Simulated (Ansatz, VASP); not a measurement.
**Two plane-wave programs on Co**

POSCAR

```
Co
1.0
    2.2521736835      0.0000000000      0.0000000000
    0.0000000000      2.2521736835      0.0000000000
    0.0000000000      0.0000000000      2.2521736835
Co
1
Direct
    0.0000000000      0.0000000000      0.0000000000
```

File INCAR.step1:

```
SYSTEM = Co
PREC     = Accurate       ! precision mode
ENCUT    = 520            ! plane-wave cutoff, eV
ISMEAR   = -1             ! smearing method
SIGMA    = 0.1            ! smearing width, eV
LREAL    = .FALSE.        ! projectors in reciprocal space
LASPH    = .TRUE.         ! aspherical terms in the spheres
NELM     = 100            ! most SCF steps
NBANDS   = 10             ! bands
GGA      = PE             ! functional
ALGO     = Normal         ! electronic algorithm
EDIFF    = 1E-4           ! SCF threshold, eV
LWAVE    = .TRUE.         ! write WAVECAR
LCHARG   = .FALSE.        ! write CHGCAR
```

The input INCAR.step2:

```
SYSTEM = Co
PREC     = Accurate       ! precision mode
ENCUT    = 520            ! plane-wave cutoff, eV
EDIFF    = 1E-7           ! SCF threshold, eV
ISMEAR   = -1             ! smearing method
SIGMA    = 0.1            ! smearing width, eV
LREAL    = .FALSE.        ! projectors in reciprocal space
LASPH    = .TRUE.         ! aspherical terms in the spheres
NELM     = 100            ! most SCF steps
ALGO     = Normal         ! electronic algorithm
ISIF     = 2              ! what is computed and relaxed
LWAVE    = .FALSE.        ! write WAVECAR
LCHARG   = .FALSE.        ! write CHGCAR
METAGGA  = R2SCAN         ! meta-GGA
LMIXTAU  = .TRUE.       
NBANDS   = 10             ! bands
ISTART   = 1
```

File KPOINTS:

```
Automatic mesh
0
G
  16 16 16
  0 0 0
```

Input for Ansatz:

```yaml
crystal:
  lattice:
    - [2.2521736835, 0.0, 0.0]
    - [0.0, 2.2521736835, 0.0]
    - [0.0, 0.0, 2.2521736835]
  atoms:
    - { symbol: Co, position: [0.0, 0.0, 0.0] }
hamiltonian:
  xc: r2scan
  pseudopotentials:
    kind: paw
    azcp:
      Co: "pseudopotentials/Co.paw.azcp"
basis:
  ecutwfc: 500
  fft_grid_basis: typed
kpoints:
  mp_grid: { grid: [16, 16, 16], shift: [0, 0, 0] }
magnetization:
  spin_polarized: false
scf:
  occupations: { method: fermi_dirac, width: 0.1 }
  lower_state_search: "off"
output:
  stress: true
```

Alike in both runs: task single point; functional r2SCAN; k mesh 16 × 16 × 16; occupations fermi-dirac, width 0.1 eV; no spin polarisation.

|  | VASP | Ansatz |
| --- | --- | --- |
| version | VASP 6.6.1 | Ansatz 0.2.0 |
| potentials or method | VASP PAW PBE potentials, release 64 (Co), cutoff 520 eV | plane waves (500 eV) with PAW, scalar-relativistic |
| valence electrons in the cell | 9 | 17 |

|  | VASP | Ansatz | Ansatz less VASP |
| --- | --- | --- | --- |
| pressure (GPa) | 0.3 | 0.1 | -0.25 |

VASP's potentials were made for PBE, not for r2SCAN. The functional is the same, so the differences come from potentials, cutoffs and numerics. VASP's potentials hold 9 valence electrons a cell and Ansatz's 17, so a difference there can come from the potentials and not from the codes.
